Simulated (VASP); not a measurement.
# CoO (Fm-3m) in VASP: single point with PBE

Aim: the single point of CoO with PBE.

Program: VASP 6.6.1. These are calculated values, not measurements. Logs are shortened: lines on timing, memory, paths and dates and some standing lists are left out, and cuts for length are marked.

### 1 The cell of the first run

Symmetry: Fm-3m, No. 225, cubic system. The conventional cell has a = 4.263 Å, b = 4.263 Å, c = 4.263 Å, α = 90.00°, β = 90.00°, γ = 90.00°. Co (site symmetry m-3m) has 6 O at 2.13 Å within 2.8 Å. Within 2.8 Å of O (site symmetry m-3m) lie 6 Co at 2.13 Å.

### 2 Single point, PBE, collinear spin, ferromagnetic start

File INCAR:

```
SYSTEM = CoO
PREC = Accurate
ENCUT = 520
EDIFF = 1E-7
ISMEAR = 0
SIGMA = 0.05
LREAL = .False.
LASPH = .True.
NELM = 150
ALGO = Normal
ISIF = 2
LWAVE = .False.
LCHARG = .False.
ISPIN = 2
MAGMOM = 3 0
LORBIT = 11
LMAXMIX = 4
GGA = PE
NBANDS = 18
```

File KPOINTS:

```
regular mesh
0
Gamma
  16 16 16
  0 0 0
```

File POSCAR:

```
CoO
1.0
    0.0000000000      2.1315000000      2.1315000000
    2.1315000000      0.0000000000      2.1315000000
    2.1315000000      2.1315000000      0.0000000000
Co O
1 1
Direct
    0.0000000000      0.0000000000      0.0000000000
    0.5000000000      0.5000000000      0.5000000000
```

Potentials or basis: VASP PAW PBE potentials, release 64 (Co, O).

On the command line:

```sh
> cat potpaw_PBE.64/Co/POTCAR potpaw_PBE.64/O/POTCAR > POTCAR
> mpirun -np 1 vasp_std > vasp.out
```

OUTCAR:

```text
SYSTEM = CoO
   PREC = Accurate
   ENCUT = 520
   EDIFF = 1E-7
   ISMEAR = 0
   LREAL = .False.
   LASPH = .True.
   NELM = 150
   ISIF = 2
   ISPIN = 2
   LORBIT = 11
   GGA = PE

 ion  position               nearest neighbor table
   1  0.000  0.000  0.000-   2 2.13   2 2.13   2 2.13   2 2.13   2 2.13   2 2.13
   2  0.500  0.500  0.500-   1 2.13   1 2.13   1 2.13   1 2.13   1 2.13   1 2.13

  LATTYP: Found a face centered cubic cell.
 ALAT       =     4.2630000000

  Lattice vectors:

 A1 = (   0.0000000000,   2.1315000000,   2.1315000000)
 A2 = (   2.1315000000,   0.0000000000,   2.1315000000)
 A3 = (   2.1315000000,   2.1315000000,   0.0000000000)

Analysis of symmetry for initial positions (statically):
=====================================================================
 Subroutine PRICEL returns:
 Original cell was already a primitive cell.

 Routine SETGRP: Setting up the symmetry group for a
 face centered cubic supercell.

 Subroutine GETGRP returns: Found 48 space group operations
 (whereof 48 operations were pure point group operations)
 out of a pool of 48 trial point group operations.

The static configuration has the point symmetry O_h .

Analysis of symmetry for dynamics (positions and initial velocities):
=====================================================================
 Subroutine PRICEL returns:
 Original cell was already a primitive cell.

 Routine SETGRP: Setting up the symmetry group for a
 face centered cubic supercell.

 Subroutine GETGRP returns: Found 48 space group operations
 (whereof 48 operations were pure point group operations)
 out of a pool of 48 trial point group operations.

The dynamic configuration has the point symmetry O_h .

Analysis of structural, dynamic, and magnetic symmetry:
=====================================================================
 Subroutine PRICEL returns:
 Original cell was already a primitive cell.

 Routine SETGRP: Setting up the symmetry group for a
 face centered cubic supercell.

 Subroutine GETGRP returns: Found 48 space group operations
 (whereof 48 operations were pure point group operations)
 out of a pool of 48 trial point group operations.

The overall configuration has the point symmetry O_h .

 Subroutine INISYM returns: Found 48 space group operations
 (whereof 48 operations are pure point group operations),
 and found     1 'primitive' translations

----------------------------------------------------------------------------------------

                                     Primitive cell

  volume of cell :      19.3681

  direct lattice vectors                    reciprocal lattice vectors
     0.000000000  2.131500000  2.131500000    -0.234576589  0.234576589  0.234576589
     2.131500000  0.000000000  2.131500000     0.234576589 -0.234576589  0.234576589
     2.131500000  2.131500000  0.000000000     0.234576589  0.234576589 -0.234576589

  length of vectors
     3.014396208  3.014396208  3.014396208     0.406298571  0.406298571  0.406298571

  position of ions in fractional coordinates (direct lattice)
     0.000000000  0.000000000  0.000000000
     0.500000000  0.500000000  0.500000000

  ion indices of the primitive-cell ions
   primitive index   ion index
                 1           1
                 2           2

----------------------------------------------------------------------------------------

 KPOINTS: regular mesh

Automatic generation of k-mesh.
 Grid dimensions read from file:
 generate k-points for:   16   16   16

 Generating k-lattice:

  Cartesian coordinates                     Fractional coordinates (reciprocal lattice)
    -0.014661037  0.014661037  0.014661037     0.062500000  0.000000000  0.000000000
     0.014661037 -0.014661037  0.014661037     0.000000000  0.062500000  0.000000000
     0.014661037  0.014661037 -0.014661037     0.000000000  0.000000000  0.062500000

  Length of vectors
     0.025393661  0.025393661  0.025393661

  Shift w.r.t. Gamma in fractional coordinates (k-lattice)
     0.000000000  0.000000000  0.000000000

 Subroutine IBZKPT returns following result:
 ===========================================

 Found    145 irreducible k-points:

 Following reciprocal coordinates:
            Coordinates               Weight
  0.000000  0.000000  0.000000      1.000000
  0.062500  0.000000  0.000000      8.000000
  0.125000  0.000000  0.000000      8.000000
  0.187500  0.000000  0.000000      8.000000
  0.250000  0.000000  0.000000      8.000000
  0.312500  0.000000  0.000000      8.000000
[... 16 lines left out ...]
 -0.125000  0.062500  0.000000     24.000000
 -0.062500  0.062500  0.000000     12.000000
 [... further k-points ...]
   k-points           NKPTS =    145   k-points in BZ     NKDIM =    145   number of bands    NBANDS=     18
   number of dos      NEDOS =    301   number of ions     NIONS =      2
   total plane-waves  NPLWV =  13824
   dimension x,y,z NGX =    24 NGY =   24 NGZ =   24
   dimension x,y,z NGXF=    48 NGYF=   48 NGZF=   48
   ions per type =               1   1
   NGX,Y,Z   is equivalent  to a cutoff of  13.24, 13.24, 13.24 a.u.
   NGXF,Y,Z  is equivalent  to a cutoff of  26.47, 26.47, 26.47 a.u.
 SYSTEM =  CoO
   PREC   = accura    normal or accurate (medium, high low for compatibility)
   ISTART =      0    job   : 0-new  1-cont  2-samecut
   ICHARG =      2    charge: 1-file 2-atom 10-const
   ISPIN  =      2    spin polarized calculation?
   LNONCOLLINEAR =      F non collinear calculations
   LSORBIT =      F    spin-orbit coupling
   LASPH  =      T    aspherical Exc in radial PAW
   ENCUT  =  520.0 eV  38.22 Ry    6.18 a.u.   5.60  5.60  5.60*2*pi/ulx,y,z
   NELM   =    150;   NELMIN=  2; NELMDL= -5     # of ELM steps
   EDIFF  = 0.1E-06   stopping-criterion for ELM
   LREAL  =      F    real-space projection
   EDIFFG = 0.1E-05   stopping-criterion for IOM
   NSW    =      0    number of steps for IOM
   IBRION =     -1    ionic relax: 0-MD 1-quasi-New 2-CG
   NFREE  =      0    steps in history (QN), initial steepest desc. (CG)
   ISIF   =      2    stress and relaxation
   ISYM   =      2    0-nonsym 1-usesym 2-fastsym
   POTIM  = 0.5000    time-step for ionic-motion
   TEBEG  =    0.0;   TEEND  =   0.0 temperature during run
   PSTRESS=    0.0 pullay stress
   NELECT =      15.0000    total number of electrons
   NUPDOWN=      -1.0000    fix difference up-down
   EMIN   =  10.00;   EMAX   =-10.00  energy-range for DOS
   EFERMI =   0.00;   METHOD = LEGACY
   ISMEAR =     0;   SIGMA  =   0.05  broadening in eV -4-tet -1-fermi 0-gaus
   EFERMI_NEDOS =   21; number of points for ismear=-14 and -15
   IALGO  =     38    algorithm
   IMIX   =      4    mixing-type and parameters
     AMIX     =   0.40;   BMIX     =  1.00
     AMIX_MAG =   1.60;   BMIX_MAG =  1.00
  volume/ion in A,a.u.               =       9.68        65.35
  Fermi-wavevector in a.u.,A,eV,Ry     =   1.503407  2.841027 30.752334  2.260233
  Thomas-Fermi vector in A             =   2.614521
   LORBIT       =     11    0 simple, 1 ext, 2 COOP (PROOUT), +10 PAW based schemes
   GGA     = PE    functional components
   LHFCALC =     F    Hartree Fock is set to
   AEXX    =    0.0000 exact exchange contribution
   IVDW    =     0    specifies the selected vdW correction
   LEPSILON=     F    determine dielectric tensor
   LRPA    =     F    only Hartree local field effects (RPA)
 spin polarized calculation
 Gauss-broadening in eV      SIGMA  =   0.05
  energy-cutoff  :      520.00
  volume of cell :       19.37
 maximum number of plane-waves:       544
   NGX = 11   NGY = 11   NGZ = 11

 number of electron      15.0000007 magnetization       2.9485012

 Free energy of the ion-electron system (eV)
  ---------------------------------------------------
  ext. energy  EPLUGINS =         0.00000000
  ---------------------------------------------------
  free energy    TOTEN  =       -13.04713699 eV

  energy without entropy =      -13.04233287  energy(sigma->0) =      -13.04473493

 E-fermi :   7.8723     XC(G=0): -12.3954

 val. band max:        7.8717252604   @ k =  -0.4375   0.3750   0.1250
 cond. band min:       7.8730613654   @ k =   0.5000   0.2500   0.0000
 fundamental gap:      0.0013361051
 Fermi energy:         7.8723064693

 spin component 1

 k-point     1 :       0.0000    0.0000    0.0000
  band No.  band energies     occupation
      1     -12.2900      1.00000
      2       4.5878      1.00000
      3       4.5878      1.00000
      4       4.7742      1.00000
      5       4.7742      1.00000
      6       4.7742      1.00000
[... 10 lines left out ...]
     17      29.2915      0.00000
     18      32.7793      0.00000
[... 463 lines left out ...]
 k-point    24 :      -0.0625    0.0625    0.0000
  band No.  band energies     occupation
      1     -12.1840      1.00000
      2       3.5960      1.00000
      3       3.6463      1.00000
      4       4.1768      1.00000
      5       4.7645      1.00000
      6       4.8261      1.00000
[... 10 lines left out ...]
     17      30.8958      0.00000
     18      33.6545      0.00000

 [... further k-points ...]

 spin component 2

 k-point     1 :       0.0000    0.0000    0.0000
  band No.  band energies     occupation
      1     -11.7679      1.00000
      2       5.3576      1.00000
      3       5.3576      1.00000
      4       5.3576      1.00000
      5       6.7791      1.00000
      6       6.7791      1.00000
[... 10 lines left out ...]
     17      30.2584      0.00000
     18      33.5958      0.00000
[... 463 lines left out ...]
 k-point    24 :      -0.0625    0.0625    0.0000
  band No.  band energies     occupation
      1     -11.6587      1.00000
      2       4.4773      1.00000
      3       4.9576      1.00000
      4       5.0613      1.00000
      5       6.8327      1.00000
      6       6.9730      1.00000
[... 10 lines left out ...]
     17      31.7194      0.00000
     18      34.4915      0.00000

 [... further k-points ...]

------------------------ aborting loop because EDIFF is reached ----------------------------------------

  FORCE on cell =-STRESS in cart. coord.  units (eV):
  Direction    XX          YY          ZZ          XY          YZ          ZX
  --------------------------------------------------------------------------------------
  -------------------------------------------------------------------------------------
  Total       -0.2545173     -0.2545173     -0.2545173     -0.0000000      0.0000000     -0.0000000
  in kB      -21.0543485    -21.0543485    -21.0543485     -0.0000000      0.0000000     -0.0000000
  external PRESSURE =     -21.0543485 kB  Pullay stress =       0.0000000 kB

 VOLUME and BASIS-vectors are now :
 -----------------------------------------------------------------------------
  energy-cutoff  :      520.00
  volume of cell :       19.37
      direct lattice vectors                 reciprocal lattice vectors
     0.000000000  2.131500000  2.131500000    -0.234576589  0.234576589  0.234576589
     2.131500000  0.000000000  2.131500000     0.234576589 -0.234576589  0.234576589
     2.131500000  2.131500000  0.000000000     0.234576589  0.234576589 -0.234576589

 POSITION                                       TOTAL-FORCE (eV/Angst)
 -----------------------------------------------------------------------------------
      0.00000      0.00000      0.00000        -0.000000     -0.000000     -0.000000
      2.13150      2.13150      2.13150         0.000000      0.000000      0.000000
 -----------------------------------------------------------------------------------
    total drift:                                0.000000     -0.000000     -0.000000

  FREE ENERGIE OF THE ION-ELECTRON SYSTEM (eV)
  ---------------------------------------------------
  free  energy   TOTEN  =       -13.0471369911 eV

  energy  without entropy=      -13.0423328718  energy(sigma->0) =      -13.04473493

 total charge

# of ion       s       p       d       tot
------------------------------------------
    1        0.293   0.355   7.138   7.786
    2        1.556   3.424   0.000   4.980
--------------------------------------------------
tot          1.849   3.779   7.138  12.766

 magnetization (x)

# of ion       s       p       d       tot
------------------------------------------
    1        0.021   0.017   2.547   2.585
    2        0.029   0.283   0.000   0.312
--------------------------------------------------
tot          0.049   0.301   2.547   2.896
```

It took 98 s on 1 thread of AMD EPYC 9R45 (Zen 5), shared host; peak memory 0.17 GiB.

Results:

* Free energy: -13.0471 eV
* Pressure: -2.1 GPa
* Net moment: 2.95 μB per cell
* Site moments: Co +2.58; O +0.31 μB
* Valence electrons inside the program's atomic spheres: Co 7.79; O 4.98

Caveat: a cell with one magnetic atom can't hold antiferromagnetic order, which such compounds often take; semilocal functionals often make such compounds metallic where correlation or magnetic order opens a gap, which also shifts bond lengths. With open d or f shells a metallic result of PBE can be an artefact of self-interaction; +U or a hybrid may open a gap.
